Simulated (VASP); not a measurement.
# Nb (Im-3m) in VASP: a series of runs, part 2 of 2

VASP 6.6.1. Earlier steps stand in the parts before.

### Step 6. Single point, LDA

The input, INCAR:

```
PREC = Accurate
ENCUT = 520
EDIFF = 1E-6
ISMEAR = 0
SIGMA = 0.6
LREAL = F
LASPH = T
NELM = 80
ALGO = Normal
ISIF = 2
LWAVE = F
LCHARG = F
NBANDS = 12
```

The input, KPOINTS:

```
regular mesh
0
Gamma
  14 14 14
```

The input, POSCAR:

```
Nb
1.0
   -1.6231103068      1.6231103068      1.6231103068
    1.6231103068     -1.6231103068      1.6231103068
    1.6231103068      1.6231103068     -1.6231103068
Nb
1
Direct
    0.0000000000      0.0000000000      0.0000000000
```

Potentials or basis: VASP PAW LDA potentials, release 64 (Nb_sv).

Run with:

```sh
$ cat potpaw_LDA.64/Nb_sv/POTCAR > POTCAR
$ mpirun -np 1 vasp_std > vasp.out
```

OUTCAR:

```text
PREC = Accurate
   ENCUT = 520
   EDIFF = 1E-6
   ISMEAR = 0
   LREAL = F
   LASPH = T
   NELM = 80
   ISIF = 2

 ion  position               nearest neighbor table
   1  0.000  0.000  0.000-

  LATTYP: Found a body centered cubic cell.
 ALAT       =     3.2462206136

  Lattice vectors:

 A1 = (  -1.6231103068,   1.6231103068,   1.6231103068)
 A2 = (   1.6231103068,  -1.6231103068,   1.6231103068)
 A3 = (   1.6231103068,   1.6231103068,  -1.6231103068)

Analysis of symmetry for initial positions (statically):
=====================================================================
 Subroutine PRICEL returns:
 Original cell was already a primitive cell.

 Routine SETGRP: Setting up the symmetry group for a
 body centered cubic supercell.

 Subroutine GETGRP returns: Found 48 space group operations
 (whereof 48 operations were pure point group operations)
 out of a pool of 48 trial point group operations.

The static configuration has the point symmetry O_h .

Analysis of symmetry for dynamics (positions and initial velocities):
=====================================================================
 Subroutine PRICEL returns:
 Original cell was already a primitive cell.

 Routine SETGRP: Setting up the symmetry group for a
 body centered cubic supercell.

 Subroutine GETGRP returns: Found 48 space group operations
 (whereof 48 operations were pure point group operations)
 out of a pool of 48 trial point group operations.

The dynamic configuration has the point symmetry O_h .

 Subroutine INISYM returns: Found 48 space group operations
 (whereof 48 operations are pure point group operations),
 and found     1 'primitive' translations

----------------------------------------------------------------------------------------

                                     Primitive cell

[... 108 lines left out ...]
     AMIX_MAG =   1.60;   BMIX_MAG =  1.00
  volume/ion in A,a.u.               =      17.10       115.43
  Fermi-wavevector in a.u.,A,eV,Ry     =   1.494014  2.823277 30.369251  2.232077
  Thomas-Fermi vector in A             =   2.606341
   LORBIT       =      0    0 simple, 1 ext, 2 COOP (PROOUT), +10 PAW based schemes
   GGA     = CA    functional components
   LHFCALC =     F    Hartree Fock is set to
   AEXX    =    0.0000 exact exchange contribution
   IVDW    =     0    specifies the selected vdW correction
   LEPSILON=     F    determine dielectric tensor
   LRPA    =     F    only Hartree local field effects (RPA)
 non-spin polarized calculation
 Gauss-broadening in eV      SIGMA  =   0.60
  energy-cutoff  :      520.00
  volume of cell :       17.10
 maximum number of plane-waves:       474
 NGX is ok and might be reduce to    24
   NGX = 11   NGY = 11   NGZ = 11

 number of electron      13.0000001 magnetization

 Free energy of the ion-electron system (eV)
  ---------------------------------------------------
  ext. energy  EPLUGINS =         0.00000000
  ---------------------------------------------------
  free energy    TOTEN  =       -11.37247659 eV

  energy without entropy =      -11.15938566  energy(sigma->0) =      -11.26593112

 E-fermi :  11.8222     XC(G=0): -12.9826

 val. band max:       11.8200644268   @ k =  -0.2143   0.2143   0.1429
 cond. band min:      11.8262935759   @ k =   0.0714   0.0714   0.0000
 fundamental gap:      0.0062291492
 Fermi energy:        11.8222301626

 k-point     1 :       0.0000    0.0000    0.0000
  band No.  band energies     occupation
      1     -42.2733      2.00000
      2     -17.6000      2.00000
      3     -17.6000      2.00000
      4     -17.6000      2.00000
      5       5.7213      2.00000
      6      12.0549      0.58345
      7      12.0549      0.58345
      8      12.0549      0.58345
      9      15.1329      0.00000
     10      15.1329      0.00000
     11      26.1079      0.00000
     12      26.1079      0.00000
[... 331 lines left out ...]
 k-point    24 :       0.3571    0.2857    0.0000
  band No.  band energies     occupation
      1     -41.9272      2.00000
      2     -18.8421      2.00000
      3     -18.5943      2.00000
      4     -17.8022      2.00000
      5       9.3233      2.00000
      6      10.5301      1.99768
      7      11.2507      1.82207
      8      15.3994      0.00000
      9      15.9331      0.00000
     10      22.5033      0.00000
     11      22.5137      0.00000
     12      24.3622      0.00000

 [... further k-points ...]
[... 5 lines left out ...]
  --------------------------------------------------------------------------------------
  -------------------------------------------------------------------------------------
  Total        0.1387261      0.1387261      0.1387261      0.0000000      0.0000000      0.0000000
  in kB       12.9946564     12.9946564     12.9946564      0.0000000      0.0000000      0.0000000
  external PRESSURE =      12.9946564 kB  Pullay stress =       0.0000000 kB

 VOLUME and BASIS-vectors are now :
 -----------------------------------------------------------------------------
  energy-cutoff  :      520.00
  volume of cell :       17.10
      direct lattice vectors                 reciprocal lattice vectors
    -1.623110307  1.623110307  1.623110307     0.000000000  0.308050536  0.308050536
     1.623110307 -1.623110307  1.623110307     0.308050536  0.000000000  0.308050536
     1.623110307  1.623110307 -1.623110307     0.308050536  0.308050536  0.000000000

 POSITION                                       TOTAL-FORCE (eV/Angst)
 -----------------------------------------------------------------------------------
      0.00000      0.00000      0.00000         0.000000      0.000000      0.000000
 -----------------------------------------------------------------------------------
    total drift:                               -0.000000     -0.000000      0.000000

  FREE ENERGIE OF THE ION-ELECTRON SYSTEM (eV)
  ---------------------------------------------------
  free  energy   TOTEN  =       -11.3724765862 eV

  energy  without entropy=      -11.1593856608  energy(sigma->0) =      -11.26593112
```

Wall time 52 s (1 thread of AMD EPYC 7R13, shared host); peak memory 0.11 GiB.

Results:

* Free energy: -11.3725 eV
* Pressure: 1.3 GPa

Levels at points of the mesh, in eV from the Fermi level:
```csv
k point,band 2,band 3,band 4,band 5,band 6,band 7,band 8,band 9,band 10,band 11
"(0.00, 0.00, 0.00)",-29.42,-29.42,-29.42,-6.10,0.23,0.23,0.23,3.31,3.31,14.29
"(0.50, 0.00, 0.00)",-31.04,-29.93,-29.44,-4.04,-1.93,2.52,3.38,4.10,6.74,11.72
"(0.50, 0.50, 0.50)",-30.52,-30.52,-30.52,-4.14,-4.14,5.89,5.89,5.89,9.44,9.44
```

### Step 7. The runs side by side

```csv
smearing,gap on the mesh (eV),pressure (GPa)
gaussian 0.03 eV,none,0.0
gaussian 0.1 eV,none,0.0
gaussian 0.2 eV,none,0.2
gaussian 0.3 eV,none,0.5
gaussian 0.6 eV,none,1.3
```

Alike in all rows: task single point; level LDA; potentials or basis VASP PAW LDA potentials, release 64 (Nb_sv); no spin polarisation; cell as given; k mesh 14 × 14 × 14; cutoff (eV) 520.

Every run on the cell as given and a fine mesh finds a metal.

Absolute energies hang on the potentials; compare differences alone.
